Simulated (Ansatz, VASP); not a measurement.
# One calculation of Si3Ge, two programs

```xyz
8
Lattice="5.0610 0.0000 0.0000 0.0000 5.0610 0.0000 0.0000 0.0000 5.0610" Properties=species:S:1:pos:R:3 pbc="T T T"
Si    2.5305    1.2652    0.0000
Si    2.5305    3.7957    0.0000
Si    1.2652    0.0000    2.5305
Si    3.7957    0.0000    2.5305
Si    0.0000    2.5305    1.2652
Si    0.0000    2.5305    3.7957
Ge    2.5305    2.5305    2.5305
Ge    0.0000    0.0000    0.0000
```

Change from the starting cell: species swapped into the V3Sn type (Pm-3n, No. 223).

Alike in both runs: functional PBE; k mesh 4 × 4 × 4; occupations gaussian, width 0.1 eV; no spin polarisation.

Ansatz relaxed the structure, and its values are those at the end. VASP's run is a single point on that final structure, the one shown.

|  | VASP | Ansatz |
| --- | --- | --- |
| version | VASP 6.6.1 | Ansatz 0.2.0 |
| potentials or method | VASP PAW PBE potentials, release 64 (Si, Ge_d), cutoff 520 eV | scalar-relativistic, plane waves, PAW |
| valence electrons in the cell | 52 | 52 |

```tsv
	VASP	Ansatz	Ansatz less VASP
gap on the k mesh at the Fermi level (eV)	none	none	-
pressure (GPa)	0.1	0.1	+0.01
```

A gap of «none» marks a metal or a gap that the smearing closes. With one functional, cell and mesh, what is left measures potentials, basis and numerics.
